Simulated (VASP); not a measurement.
Wanted: the native input for a VASP 6.6.1 run.

| Quantity | Value |
| --- | --- |
| Task | relaxation of cell and atoms |
| Functional | r2SCAN |
| Potentials or basis | VASP PAW PBE potentials, release 64 (Ir) |
| Cutoff | 600 eV |
| k mesh | 8 × 8 × 8, shifted |
| Occupations | fermi-dirac, width 0.1 eV |
| Spin | no spin polarisation |
| Dipole correction | no |
| Further INCAR settings | ALGO = Normal; EDIFF = 1e-07; ISYM = 0; IBRION = 2; EDIFFG = -0.01; NSW = 60; ISIF = 3 |

Crystal: Ir.

```
CELL_PARAMETERS angstrom
0.00000 1.89553 1.89553
1.89553 0.00000 1.89553
1.89553 1.89553 0.00000
ATOMIC_POSITIONS crystal
Ir 0.00000 0.00000 0.00000
```

These files were run (other wordings do the same):

POSCAR

```
Ir
1.0
    0.0000000000      1.8955305200      1.8955305200
    1.8955305200      0.0000000000      1.8955305200
    1.8955305200      1.8955305200      0.0000000000
Ir
1
Direct
    0.0000000000      0.0000000000      0.0000000000
```

INCAR.step1

```
SYSTEM = Ir
PREC = Accurate
ENCUT = 600
ISMEAR = -1
SIGMA = 0.1
LREAL = .False.
LASPH = .True.
NELM = 100
ISYM = 0
GGA = PE
ALGO = Normal
EDIFF = 1E-4
LWAVE = .True.
LCHARG = .False.
```

INCAR.step2

```
SYSTEM = Ir
PREC = Accurate
ENCUT = 600
EDIFF = 1E-7
ISMEAR = -1
SIGMA = 0.1
LREAL = .False.
LASPH = .True.
NELM = 100
ALGO = Normal
ISIF = 3
LWAVE = .False.
LCHARG = .False.
METAGGA = R2SCAN
LMIXTAU = .True.
IBRION = 2
NSW = 60
EDIFFG = -0.01
ISYM = 0
ISTART = 1
```

KPOINTS

```
Automatic mesh
0
Gamma
  8 8 8
  0.5 0.5 0.5
```

Potentials or basis: VASP PAW PBE potentials, release 64 (Ir).

Command:

```bash
$ cat potpaw_PBE.64/Ir/POTCAR > POTCAR
$ cp INCAR.step1 INCAR
$ mpirun -np 1 vasp_std > vasp.out
$ cp INCAR.step2 INCAR
$ mpirun -np 1 vasp_std > vasp.out
```

It gave:

```
Relaxed volume                        : 14.32 Å³/atom
Relaxed cell                          : a = 2.726 Å, b = 2.726 Å, c = 2.726 Å, α = 60.00°, β = 60.00°, γ = 60.00°
Space group after relaxing (to 0.1 Å) : Fm-3m (No. 225)
Pressure after relaxing               : 0.1 GPa
Band gap on the k mesh                : zero (an odd number of electrons rules out a gap without spin polarisation)
```

Caveat: the PAW data sets were made with another functional, which shifts forces and pressure a little; spin-orbit coupling is left out, which moves the levels of the heavy elements.

Wall time 51 min on 1 thread of Intel Xeon 8259CL, on a shared host, peak memory 0.3 GiB.
